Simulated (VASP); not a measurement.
# ZnSe (F-43m) in VASP: notebook

Runs on ZnSe. Level: PBE. Tasks: single point.

All numbers are computed with VASP 6.6.1; they aren't measurements. Logs are shortened: lines on timing, memory, paths and dates and some standing lists are left out, and cuts for length are marked.

**1. The cell of the first run**

Symmetry: F-43m, No. 216, cubic system. Conventional cell: a = 5.733 Å, b = 5.733 Å, c = 5.733 Å, α = 90.00°, β = 90.00°, γ = 90.00°. Within 3.3 Å of Zn (site symmetry -43m) lie 4 Se at 2.48 Å. Se (site symmetry -43m) has 4 Zn at 2.48 Å within 3.3 Å.

**2. Single point, PBE**

The input, INCAR:

```
SYSTEM = ZnSe
ALGO = Normal
EDIFF = 1E-6
ENCUT = 500
GGA = PE
GGA_COMPAT = .FALSE.
ISIF = 2
ISMEAR = 0
LASPH = .TRUE.
LCHARG = .FALSE.
LREAL = .FALSE.
LWAVE = .FALSE.
NBANDS = 26
NELM = 120
PREC = Accurate
SIGMA = 0.1
```

The input, KPOINTS:

```
k-points
0
G
  4 4 4
  0 0 0
```

The input, POSCAR:

```
ZnSe
1.0
    4.0538031479      0.0000000000      0.0000000000
    0.0000000000      4.0538031479      0.0000000000
    0.0000000000      0.0000000000      5.7329434136
Zn Se
2 2
Direct
    0.0000000000      0.0000000000      0.0000000000
    0.5000000000      0.5000000000      0.5000000000
    0.0000000000      0.5000000000      0.2500000000
    0.5000000000      0.0000000000      0.7500000000
```

Potentials or basis: VASP PAW PBE potentials, release 64 (Zn, Se).

Launch:

```console
cat potpaw_PBE.64/Zn/POTCAR potpaw_PBE.64/Se/POTCAR > POTCAR
mpirun -np 1 vasp_std > vasp.out
```

OUTCAR:

```text
SYSTEM = ZnSe
   EDIFF = 1E-6
   ENCUT = 500
   GGA = PE
   ISIF = 2
   ISMEAR = 0
   LASPH = .TRUE.
   LREAL = .FALSE.
   NELM = 120
   PREC = Accurate

 ion  position               nearest neighbor table
   1  0.000  0.000  0.000-   3 2.48   4 2.48   3 2.48   4 2.48
   2  0.500  0.500  0.500-   3 2.48   4 2.48   4 2.48   3 2.48
   3  0.000  0.500  0.250-   1 2.48   2 2.48   1 2.48   2 2.48
   4  0.500  0.000  0.750-   1 2.48   2 2.48   2 2.48   1 2.48

  LATTYP: Found a simple tetragonal cell.
 ALAT       =     4.0538031479
 C/A-ratio  =     1.4142135680

  Lattice vectors:

 A1 = (   4.0538031479,   0.0000000000,   0.0000000000)
 A2 = (   0.0000000000,   4.0538031479,   0.0000000000)
 A3 = (   0.0000000000,   0.0000000000,   5.7329434136)

Analysis of symmetry for initial positions (statically):
=====================================================================
 Subroutine PRICEL returns following result:

  LATTYP: Found a face centered cubic cell.
 ALAT       =     5.7329434023

  Lattice vectors:

 A1 = (  -2.0269015740,  -2.0269015740,  -2.8664717068)
 A2 = (   2.0269015740,  -2.0269015740,  -2.8664717068)
 A3 = (   0.0000000000,  -4.0538031479,   0.0000000000)

   2 primitive cells build up your supercell.

 Routine SETGRP: Setting up the symmetry group for a
 simple tetragonal supercell.

 Subroutine GETGRP returns: Found  8 space group operations
 (whereof  8 operations were pure point group operations)
 out of a pool of 16 trial point group operations.

The static configuration has the point symmetry D_2d.

Analysis of symmetry for dynamics (positions and initial velocities):
=====================================================================
 Subroutine PRICEL returns following result:

  LATTYP: Found a face centered cubic cell.
 ALAT       =     5.7329434023

  Lattice vectors:

 A1 = (  -2.0269015740,  -2.0269015740,  -2.8664717068)
 A2 = (   2.0269015740,  -2.0269015740,  -2.8664717068)
 A3 = (   0.0000000000,  -4.0538031479,   0.0000000000)

   2 primitive cells build up your supercell.

 Routine SETGRP: Setting up the symmetry group for a
 simple tetragonal supercell.

 Subroutine GETGRP returns: Found  8 space group operations
 (whereof  8 operations were pure point group operations)
 out of a pool of 16 trial point group operations.

The dynamic configuration has the point symmetry D_2d.

 Subroutine INISYM returns: Found  8 space group operations
 (whereof  8 operations are pure point group operations),
 and found     2 'primitive' translations

----------------------------------------------------------------------------------------

                                     Primitive cell

  volume of cell :      47.1056

  direct lattice vectors                    reciprocal lattice vectors
    -2.026901574 -2.026901574 -2.866471707    -0.246681934  0.000000000 -0.174430468
     2.026901574 -2.026901574 -2.866471707     0.246681934  0.000000000 -0.174430468
     0.000000000 -4.053803148  0.000000000     0.000000000 -0.246681934  0.174430468

  length of vectors
     4.053803156  4.053803156  4.053803148     0.302122433  0.302122433  0.302122433

  position of ions in fractional coordinates (direct lattice)
     0.000000000  0.000000000  0.000000000
     0.750000000  0.750000000  0.750000000

  ion indices of the primitive-cell ions
   primitive index   ion index
                 1           1
                 2           3

----------------------------------------------------------------------------------------

 KPOINTS: k-points

Automatic generation of k-mesh.
 Grid dimensions read from file:
 generate k-points for:    4    4    4

 Generating k-lattice:

  Cartesian coordinates                     Fractional coordinates (reciprocal lattice)
     0.061670483  0.000000000  0.000000000     0.250000000  0.000000000  0.000000000
     0.000000000  0.061670483  0.000000000     0.000000000  0.250000000  0.000000000
     0.000000000  0.000000000  0.043607617     0.000000000  0.000000000  0.250000000

  Length of vectors
     0.061670483  0.061670483  0.043607617

  Shift w.r.t. Gamma in fractional coordinates (k-lattice)
     0.000000000  0.000000000  0.000000000

 Subroutine IBZKPT returns following result:
 ===========================================

 Found     18 irreducible k-points:

 Following reciprocal coordinates:
            Coordinates               Weight
  0.000000  0.000000  0.000000      1.000000
  0.250000  0.000000  0.000000      4.000000
  0.500000  0.000000  0.000000      2.000000
  0.250000  0.250000  0.000000      4.000000
  0.500000  0.250000  0.000000      4.000000
  0.500000  0.500000  0.000000      1.000000
[... 10 lines left out ...]
  0.500000  0.250000  0.500000      4.000000
  0.500000  0.500000  0.500000      1.000000
   k-points           NKPTS =     18   k-points in BZ     NKDIM =     18   number of bands    NBANDS=     26
   number of dos      NEDOS =    301   number of ions     NIONS =      4
   total plane-waves  NPLWV =  37800
   dimension x,y,z NGX =    30 NGY =   30 NGZ =   42
   dimension x,y,z NGXF=    60 NGYF=   60 NGZF=   84
   ions per type =               2   2
   NGX,Y,Z   is equivalent  to a cutoff of  12.30, 12.30, 12.18 a.u.
   NGXF,Y,Z  is equivalent  to a cutoff of  24.61, 24.61, 24.36 a.u.
 SYSTEM =  ZnSe
   PREC   = accura    normal or accurate (medium, high low for compatibility)
   ISTART =      0    job   : 0-new  1-cont  2-samecut
   ICHARG =      2    charge: 1-file 2-atom 10-const
   ISPIN  =      1    spin polarized calculation?
   LNONCOLLINEAR =      F non collinear calculations
   LSORBIT =      F    spin-orbit coupling
   LASPH  =      T    aspherical Exc in radial PAW
   ENCUT  =  500.0 eV  36.75 Ry    6.06 a.u.   7.39  7.39 10.45*2*pi/ulx,y,z
   NELM   =    120;   NELMIN=  2; NELMDL= -5     # of ELM steps
   EDIFF  = 0.1E-05   stopping-criterion for ELM
   LREAL  =      F    real-space projection
   EDIFFG = 0.1E-04   stopping-criterion for IOM
   NSW    =      0    number of steps for IOM
   IBRION =     -1    ionic relax: 0-MD 1-quasi-New 2-CG
   NFREE  =      0    steps in history (QN), initial steepest desc. (CG)
   ISIF   =      2    stress and relaxation
   ISYM   =      2    0-nonsym 1-usesym 2-fastsym
   POTIM  = 0.5000    time-step for ionic-motion
   TEBEG  =    0.0;   TEEND  =   0.0 temperature during run
   PSTRESS=    0.0 pullay stress
   NELECT =      36.0000    total number of electrons
   NUPDOWN=      -1.0000    fix difference up-down
   EMIN   =  10.00;   EMAX   =-10.00  energy-range for DOS
   EFERMI =   0.00;   METHOD = LEGACY
   ISMEAR =     0;   SIGMA  =   0.10  broadening in eV -4-tet -1-fermi 0-gaus
   EFERMI_NEDOS =   21; number of points for ismear=-14 and -15
   IALGO  =     38    algorithm
   IMIX   =      4    mixing-type and parameters
     AMIX     =   0.40;   BMIX     =  1.00
     AMIX_MAG =   1.60;   BMIX_MAG =  1.00
  volume/ion in A,a.u.               =      23.55       158.94
  Fermi-wavevector in a.u.,A,eV,Ry     =   1.187977  2.244951 19.201755  1.411289
  Thomas-Fermi vector in A             =   2.324117
   LORBIT       =      0    0 simple, 1 ext, 2 COOP (PROOUT), +10 PAW based schemes
   GGA     = PE    functional components
   LHFCALC =     F    Hartree Fock is set to
   AEXX    =    0.0000 exact exchange contribution
   IVDW    =     0    specifies the selected vdW correction
   LEPSILON=     F    determine dielectric tensor
   LRPA    =     F    only Hartree local field effects (RPA)
 non-spin polarized calculation
 Gauss-broadening in eV      SIGMA  =   0.10
  energy-cutoff  :      500.00
  volume of cell :       94.21
 maximum number of plane-waves:      2432
 NGX is ok and might be reduce to    30
   NGX = 15   NGY = 15   NGZ = 21

 number of electron      36.0000012 magnetization

 Free energy of the ion-electron system (eV)
  ---------------------------------------------------
  ext. energy  EPLUGINS =         0.00000000
  ---------------------------------------------------
  free energy    TOTEN  =       -12.02173543 eV

  energy without entropy =      -12.02173543  energy(sigma->0) =      -12.02173543

 E-fermi :   1.8178     XC(G=0):  -9.1606

 val. band max:        1.3357278042   @ k =   0.0000   0.0000   0.0000
 cond. band min:       2.4834642310   @ k =   0.0000   0.0000   0.0000
 fundamental gap:      1.1477364268
 Fermi energy:         1.8177853805

 k-point     1 :       0.0000    0.0000    0.0000
  band No.  band energies     occupation
      1     -11.7081      2.00000
      2     -10.7270      2.00000
      3      -5.1026      2.00000
      4      -5.1026      2.00000
      5      -5.1016      2.00000
      6      -5.0544      2.00000
[... 18 lines left out ...]
     25      11.1257      0.00000
     26      11.8269      0.00000

 k-point     2 :       0.2500    0.0000    0.0000
  band No.  band energies     occupation
      1     -11.4692      2.00000
      2     -10.7459      2.00000
      3      -5.0772      2.00000
      4      -5.0705      2.00000
      5      -5.0548      2.00000
      6      -5.0122      2.00000
[... 18 lines left out ...]
     25      10.2728      0.00000
     26      10.4901      0.00000

 k-point     3 :       0.5000    0.0000    0.0000
  band No.  band energies     occupation
      1     -10.9922      2.00000
      2     -10.9922      2.00000
      3      -5.0086      2.00000
      4      -5.0086      2.00000
      5      -4.9950      2.00000
      6      -4.9950      2.00000
[... 398 lines left out ...]
 k-point    17 :       0.5000    0.2500    0.5000
  band No.  band energies     occupation
      1     -10.8533      2.00000
      2     -10.8533      2.00000
      3      -5.0039      2.00000
      4      -5.0039      2.00000
      5      -4.9721      2.00000
      6      -4.9721      2.00000
[... 18 lines left out ...]
     25       9.8912      0.00000
     26       9.8912      0.00000

 k-point    18 :       0.5000    0.5000    0.5000
  band No.  band energies     occupation
      1     -10.7227      2.00000
      2     -10.7227      2.00000
      3      -4.9867      2.00000
      4      -4.9867      2.00000
      5      -4.9139      2.00000
      6      -4.9139      2.00000
[... 18 lines left out ...]
     25       9.0388      0.00000
     26       9.0388      0.00000

------------------------ aborting loop because EDIFF is reached ----------------------------------------

  FORCE on cell =-STRESS in cart. coord.  units (eV):
  Direction    XX          YY          ZZ          XY          YZ          ZX
  --------------------------------------------------------------------------------------
  -------------------------------------------------------------------------------------
  Total        0.2376818      0.2376818      0.0214514      0.0000000      0.0000000     -0.0000000
  in kB        4.0420673      4.0420673      0.3648078      0.0000000      0.0000000     -0.0000000
  external PRESSURE =       2.8163141 kB  Pullay stress =       0.0000000 kB

 VOLUME and BASIS-vectors are now :
 -----------------------------------------------------------------------------
  energy-cutoff  :      500.00
  volume of cell :       94.21
      direct lattice vectors                 reciprocal lattice vectors
     4.053803148  0.000000000  0.000000000     0.246681934  0.000000000  0.000000000
     0.000000000  4.053803148  0.000000000     0.000000000  0.246681934  0.000000000
     0.000000000  0.000000000  5.732943414     0.000000000  0.000000000  0.174430468

 POSITION                                       TOTAL-FORCE (eV/Angst)
 -----------------------------------------------------------------------------------
      0.00000      0.00000      0.00000        -0.000000     -0.000000     -0.000000
      2.02690      2.02690      2.86647         0.000000      0.000000      0.000000
      0.00000      2.02690      1.43324         0.000000      0.000000     -0.000000
      2.02690      0.00000      4.29971         0.000000      0.000000     -0.000000
 -----------------------------------------------------------------------------------
    total drift:                                0.000000      0.000000      0.000000

  FREE ENERGIE OF THE ION-ELECTRON SYSTEM (eV)
  ---------------------------------------------------
  free  energy   TOTEN  =       -12.0217354339 eV

  energy  without entropy=      -12.0217354339  energy(sigma->0) =      -12.02173543
```

It took 50 s on 1 thread of Intel Xeon 8259CL, shared host; peak memory 0.2 GiB.

The run converged, but its numbers aren't listed here, since they failed a check.

Caveat: the result breaks the symmetry of the cell.

**3. Single point, PBE**

The input, INCAR:

```
  ALGO = Normal
  EDIFF = 1E-6
  ENCUT = 500
  GGA = PE
  GGA_COMPAT = False
  ISIF = 2
  ISMEAR = 0
  LASPH = True
  LCHARG = True
  LELF = True
  LREAL = False
  LVHAR = True
  LWAVE = False
  NBANDS = 26
  NELM = 120
  PREC = Accurate
  SIGMA = 0.02
```

The input, KPOINTS:

```
k-points
0
Gamma
  8 8 6
```

POSCAR is that of step 2.

Potentials or basis: VASP PAW PBE potentials, release 64 (Zn, Se).

Launch:

```console
cat potpaw_PBE.64/Zn/POTCAR potpaw_PBE.64/Se/POTCAR > POTCAR
mpirun -np 1 vasp_std > vasp.out
```

It took 3.3 min on 1 thread of Intel Xeon 8259CL, shared host; peak memory 0.26 GiB.

The run converged. Its results:

```
Free energy            : -12.0656 eV
Pressure               : 0.2 GPa
Band gap on the k mesh : 1.15 eV
```

Levels at points of the mesh, in eV from the valence-band top:
```tsv
k point	band 15	band 16	band 17	band 18	band 19	band 20	band 21	band 22
(0.00, 0.00, 0.00)	-2.06	0.00	0.00	0.00	1.15	3.06	3.46	5.81
(0.50, 0.00, 0.00)	-2.41	-2.41	-0.86	-0.86	4.05	4.05	6.34	6.34
(0.50, 0.50, 0.00)	-2.06	-2.06	-2.06	-2.06	3.06	3.06	3.46	3.46
(0.00, 0.00, 0.50)	-1.18	-1.18	-1.18	-1.18	3.84	3.84	4.04	4.04
(0.50, 0.00, 0.50)	-0.82	-0.82	-0.82	-0.82	2.48	2.48	6.39	6.39
(0.50, 0.50, 0.50)	-2.63	-2.63	-2.51	-2.51	5.39	5.39	5.48	5.48
```

[end of part 1 of 2]
